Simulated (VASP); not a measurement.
The system is NaLi2.

```xyz
3
Lattice="3.4443 0.0000 0.0000 -1.7221 2.9828 0.0000 0.0000 0.0000 7.7794" Properties=species:S:1:pos:R:3 pbc="T T T"
Na    0.0000    0.0000    0.0000
Li    0.0000    1.9886    2.7460
Li    1.7221    0.9943    5.0333
```

- Program: VASP 6.6.1
- Task: relaxation of cell and atoms
- Functional: PBE
- Potentials or basis: VASP PAW PBE potentials, release 64 (Na_pv, Li_sv)
- Cutoff: 600 eV
- k mesh: 15 × 15 × 6
- Occupations: gaussian, width 0.1 eV
- Spin: no spin polarisation

At the start: pressure -0.4 GPa; volume 26.64 Å³/atom.

Q: How do energy, volume and symmetry change on relaxing?

A: Over 8 steps the energy falls by 3.8 meV/atom and the volume is 25.53 Å³/atom (-4.2 %); space group P-3m1 (No. 164, to 0.05 Å).

The path:
| step | energy change (eV) | largest force (eV/Å) | pressure (GPa) | volume (Å³) |
| --- | --- | --- | --- | --- |
| 1 | 0.0000 | 0.0030 | -0.40 | 79.92 |
| 2 | -0.0034 | 0.0033 | -0.32 | 79.15 |
| 3 | -0.0087 | 0.0069 | -0.09 | 77.43 |
| 4 | -0.0079 | 0.0133 | 0.42 | 74.02 |
| 5 | -0.0104 | 0.0094 | 0.10 | 75.92 |
| 6 | -0.0104 | 0.0098 | 0.14 | 75.80 |
| 7 | -0.0110 | 0.0087 | 0.09 | 76.08 |
| 8 | -0.0115 | 0.0069 | 0.03 | 76.60 |

Final structure:
```
Na Li
1.0
     3.33869    0.00000    0.00000
    -1.66934    2.89139    0.00000
     0.00000    0.00000    7.93529
Na Li
1 2
Direct
  0.00000 0.00000 0.00000
  0.33333 0.66667 0.35255
  0.66667 0.33333 0.64745
```

Caveat: the cutoff is under 1.25 times the usual one of these potentials, so pressure, stress and relaxed cells hold a basis-set (Pulay) error.
